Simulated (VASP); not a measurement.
# TiB2 (P6/mmm) in VASP: vibrations by perturbation theory with PBE

Aim: the vibrations by perturbation theory of TiB2 with PBE.

All numbers are computed with VASP 6.6.1; they aren't measurements. Logs are shortened: lines on timing, memory, paths and dates and some standing lists are left out, and cuts for length are marked.

### Step 1. The cell of the first run

It takes space group P6/mmm (No. 191, hexagonal). Conventional cell: a = 3.033 Å, b = 3.033 Å, c = 3.224 Å, α = 90.00°, β = 90.00°, γ = 120.00°. Ti (site symmetry 6/mmm) has 12 B at 2.38 Å and 8 Ti at 3.03 to 3.22 Å within 3.3 Å. Within 2.4 Å of B (site symmetry -6m2) lie 3 B at 1.75 Å and 6 Ti at 2.38 Å.

### Step 2. Vibrations by perturbation theory, PBE

Input file INCAR:

```
PREC = Accurate
ENCUT = 500
EDIFF = 1E-8
ISMEAR = -1
SIGMA = 0.15
LREAL = F
LASPH = T
NELM = 120
ALGO = Normal
ISIF = 2
LWAVE = F
LCHARG = T
GGA = PE
NBANDS = 16
IBRION = 8
NSW = 1
GGA_COMPAT = F
```

Input file KPOINTS:

```
Automatic mesh
0
Gamma
  15 15 12
```

Input file POSCAR:

```
TiB2
1.0
    3.0326555061      0.0000000029      0.0000000000
   -1.5163277556      2.6263567077      0.0000000000
    0.0000000000      0.0000000000      3.2239777391
Ti B
1 2
Direct
    0.0000000000      0.0000000000      0.0000000000
    0.3333333333      0.6666666667      0.5000000000
    0.6666666667      0.3333333333      0.5000000000
```

Potentials or basis: VASP PAW PBE potentials, release 64 (Ti_sv, B).

Started as:

```console
$ cat potpaw_PBE.64/Ti_sv/POTCAR potpaw_PBE.64/B/POTCAR > POTCAR
$ mpirun -np 1 vasp_std > vasp.out
```

OUTCAR:

```text
PREC = Accurate
   ENCUT = 500
   EDIFF = 1E-8
   ISMEAR = -1
   LREAL = F
   LASPH = T
   NELM = 120
   ISIF = 2
   GGA = PE
   IBRION = 8
   NSW = 1

 ion  position               nearest neighbor table
   1  0.000  0.000  0.000-   2 2.38   3 2.38   2 2.38   3 2.38   2 2.38   2 2.38   3 2.38   3 2.38
                             3 2.38   3 2.38   2 2.38   2 2.38
   2  0.333  0.667  0.500-   3 1.75   3 1.75   3 1.75   1 2.38   1 2.38   1 2.38   1 2.38   1 2.38
                             1 2.38
   3  0.667  0.333  0.500-   2 1.75   2 1.75   2 1.75   1 2.38   1 2.38   1 2.38   1 2.38   1 2.38
                             1 2.38

  LATTYP: Found a hexagonal cell.
 ALAT       =     3.0326555061
 C/A-ratio  =     1.0630873611

  Lattice vectors:

 A1 = (   3.0326555061,   0.0000000029,   0.0000000000)
 A2 = (  -1.5163277556,   2.6263567077,   0.0000000000)
 A3 = (   0.0000000000,   0.0000000000,   3.2239777391)

Analysis of symmetry for initial positions (statically):
=====================================================================
 Subroutine PRICEL returns:
 Original cell was already a primitive cell.

 Routine SETGRP: Setting up the symmetry group for a
 hexagonal supercell.

 Subroutine GETGRP returns: Found 24 space group operations
 (whereof 24 operations were pure point group operations)
 out of a pool of 24 trial point group operations.

The static configuration has the point symmetry D_6h.

Analysis of symmetry for dynamics (positions and initial velocities):
=====================================================================
 Subroutine PRICEL returns:
 Original cell was already a primitive cell.

 Routine SETGRP: Setting up the symmetry group for a
 hexagonal supercell.

 Subroutine GETGRP returns: Found 24 space group operations
 (whereof 24 operations were pure point group operations)
 out of a pool of 24 trial point group operations.

The dynamic configuration has the point symmetry D_6h.

 Subroutine INISYM returns: Found 24 space group operations
 (whereof 24 operations are pure point group operations),
 and found     1 'primitive' translations

----------------------------------------------------------------------------------------

                                     Primitive cell

  volume of cell :      25.6785

  direct lattice vectors                    reciprocal lattice vectors
     3.032655506  0.000000003  0.000000000     0.329744014  0.190377796  0.000000000
    -1.516327756  2.626356708  0.000000000    -0.000000000  0.380755591  0.000000000
     0.000000000  0.000000000  3.223977739     0.000000000  0.000000000  0.310175839

  length of vectors
     3.032655506  3.032655506  3.223977739     0.380755591  0.380755591  0.310175839

  position of ions in fractional coordinates (direct lattice)
     0.000000000  0.000000000  0.000000000
     0.333333333  0.666666667  0.500000000
     0.666666667  0.333333333  0.500000000

  ion indices of the primitive-cell ions
   primitive index   ion index
                 1           1
                 2           2
                 3           3

----------------------------------------------------------------------------------------

 KPOINTS: Automatic mesh

Automatic generation of k-mesh.
[... 99 lines left out ...]
  volume of cell :       25.68
 maximum number of plane-waves:       678
 NGX is ok and might be reduce to    24
   NGX = 11   NGY = 11   NGZ = 11

--------------------------------------- Ionic step        1  -------------------------------------------

 number of electron      18.0000001 magnetization

 Free energy of the ion-electron system (eV)
  ---------------------------------------------------
  ext. energy  EPLUGINS =         0.00000000
  ---------------------------------------------------
  free energy    TOTEN  =       -24.44333317 eV

  energy without entropy =      -24.41226862  energy(sigma->0) =      -24.42780089

 E-fermi :   9.9828     XC(G=0): -12.7646

 val. band max:        9.9759588654   @ k =   0.2667   0.2000   0.0000
 cond. band min:      10.0123097149   @ k =   0.0667  -0.0000   0.2500
 fundamental gap:      0.0363508495
 Fermi energy:         9.9827529752

 k-point     1 :       0.0000    0.0000    0.0000
  band No.  band energies     occupation
      1     -46.9626      2.00000
      2     -23.3126      2.00000
      3     -23.0022      2.00000
      4     -23.0022      2.00000
      5      -3.5097      2.00000
      6       7.3748      2.00000
[... 433 lines left out ...]
      3     -23.2390      2.00000
      4     -23.1827      2.00000
      5       1.0754      2.00000
      6       1.1946      2.00000
[... 8 lines left out ...]
     15      18.7744      0.00000
     16      19.8889      0.00000

 [... further k-points ...]

------------------------ aborting loop because EDIFF is reached ----------------------------------------

  FORCE on cell =-STRESS in cart. coord.  units (eV):
  Direction    XX          YY          ZZ          XY          YZ          ZX
  --------------------------------------------------------------------------------------
  -------------------------------------------------------------------------------------
  Total        0.0310388      0.0310388      0.0319512     -0.0000000     -0.0000000     -0.0000000
  in kB        1.9366314      1.9366314      1.9935604     -0.0000000     -0.0000000     -0.0000000
  external PRESSURE =       1.9556077 kB  Pullay stress =       0.0000000 kB

 VOLUME and BASIS-vectors are now :
 -----------------------------------------------------------------------------
  energy-cutoff  :      500.00
  volume of cell :       25.68
      direct lattice vectors                 reciprocal lattice vectors
     3.032655506  0.000000003  0.000000000     0.329744014  0.190377796  0.000000000
    -1.516327756  2.626356708  0.000000000    -0.000000000  0.380755591  0.000000000
     0.000000000  0.000000000  3.223977739     0.000000000  0.000000000  0.310175839

 POSITION                                       TOTAL-FORCE (eV/Angst)
 -----------------------------------------------------------------------------------
      0.00000      0.00000      0.00000         0.000000     -0.000000     -0.000000
     -0.00000      1.75090      1.61199         0.000000     -0.000000      0.000000
      1.51633      0.87545      1.61199        -0.000000      0.000000     -0.000000
 -----------------------------------------------------------------------------------
    total drift:                               -0.000000      0.000000      0.000000

  FREE ENERGIE OF THE ION-ELECTRON SYSTEM (eV)
  ---------------------------------------------------
  free  energy   TOTEN  =       -24.4433331674 eV

  energy  without entropy=      -24.4122686186  energy(sigma->0) =      -24.42780089

[... ionic steps 2 to 3 ...]

--------------------------------------- Ionic step        4  -------------------------------------------

------------------------ aborting loop because EDIFF is reached ----------------------------------------
[... 11 lines left out ...]
[... ionic steps 8 to 8 ...]

--------------------------------------- Ionic step        9  -------------------------------------------

 Free energy of the ion-electron system (eV)
  ---------------------------------------------------
  ---------------------------------------------------
  free energy    TOTEN  =        -0.04487585 eV

  energy without entropy =       -0.04487584

------------------------ aborting loop because EDIFF is reached ----------------------------------------

 INTERNAL STRAIN TENSOR  FOR ION    2  DIRECTION 3   (eV/Angst):
 -----------------------------------------------------------------------------
    -0.00118  0.00000 -0.00000
    -0.00000 -0.00118  0.00000
    -0.00000  0.00000 -0.00176

 INTERNAL STRAIN TENSOR FOR ION    3 for displacements in x,y,z  (eV/Angst):
          X           Y           Z          XY          YZ          ZX
  --------------------------------------------------------------------------------
  x    -0.00000     0.00000    -0.00000     3.06871     0.00000     0.00000
  y     3.06871    -3.06871     0.00000     0.00000     0.00000     0.00000
  z     0.00000     0.00000     0.00000     0.00000    -0.00000     0.00000

 SECOND DERIVATIVES (NOT SYMMETRIZED)
 ------------------------------------
               1X          1Y          1Z          2X          2Y          2Z          3X          3Y          3Z
  1X   -14.252046    0.000000    0.000000    7.126023   -0.000000    0.000000    7.126023   -0.000000    0.000000
  1Y     0.000000  -14.252046    0.000000   -0.000000    7.126023    0.000000   -0.000000    7.126023    0.000000
  1Z     0.000000    0.000000  -14.377805    0.000000   -0.000000    7.188903   -0.000000    0.000000    7.188903
  2X     7.106119   -0.000000    0.000000  -19.197762    0.000000    0.000000   12.091643   -0.000000    0.000000
  2Y    -0.000000    7.106119    0.000000    0.000000  -19.197762    0.000000   -0.000000   12.091643    0.000000
  2Z    -0.000000    0.000000    7.171606   -0.000000    0.000000   -9.712639   -0.000000    0.000000    2.541034
  3X     7.106119   -0.000000    0.000000   12.091643   -0.000000    0.000000  -19.197762    0.000000    0.000000
  3Y    -0.000000    7.106119    0.000000   -0.000000   12.091643    0.000000    0.000000  -19.197762    0.000000
  3Z    -0.000000    0.000000    7.171606   -0.000000    0.000000    2.541034   -0.000000    0.000000   -9.712639

 Eigenvectors and eigenvalues of the dynamical matrix
 ----------------------------------------------------

   1 f  =   26.596008 THz   167.107644 2PiTHz  887.147318 cm-1   109.992200 meV
             X         Y         Z           dx          dy          dz
      0.000000  0.000000  0.000000     0.000000   -0.000000    0.000000
     -0.000000  1.750904  1.611989    -0.678009    0.200758   -0.000000
      1.516328  0.875452  1.611989     0.678009   -0.200758    0.000000
[... 43 lines left out ...]
   9 f/i=    0.009897 THz     0.062182 2PiTHz    0.330112 cm-1     0.040929 meV
             X         Y         Z           dx          dy          dz
      0.000000  0.000000  0.000000     0.353940    0.750352    0.000000
     -0.000000  1.750904  1.611989     0.168420    0.357049    0.000000
      1.516328  0.875452  1.611989     0.168420    0.357049    0.000000

--------------------------------------------------------------------------------------------------------

 ELASTIC MODULI CONTR FROM IONIC RELAXATION (kBar)
 Direction    XX          YY          ZZ          XY          YZ          ZX
 --------------------------------------------------------------------------------
 XX         -37.5565     37.5565     -0.0000      0.0000     -0.0000      0.0000
 YY          37.5565    -37.5565      0.0000      0.0000      0.0000     -0.0000
 ZZ          -0.0000      0.0000     -0.0000      0.0000      0.0000     -0.0000
 XY           0.0000      0.0000      0.0000    -37.5565     -0.0000      0.0000
 YZ          -0.0000      0.0000      0.0000     -0.0000     -0.0000      0.0000
 ZX           0.0000     -0.0000     -0.0000      0.0000      0.0000     -0.0000
 --------------------------------------------------------------------------------
```

It took 25 min on 1 thread of Intel Xeon 8259CL, shared host; peak memory 0.7 GiB.

What came out:

| Item | Value |
| --- | --- |
| Highest phonon frequency at Γ | 887 cm⁻¹ |

Phonon frequencies in cm⁻¹ (negative: imaginary):
| q point | frequencies |
| --- | --- |
| (0.000, 0.000, 0.000) | 0 0 0 510 510 512 555 887 887 |
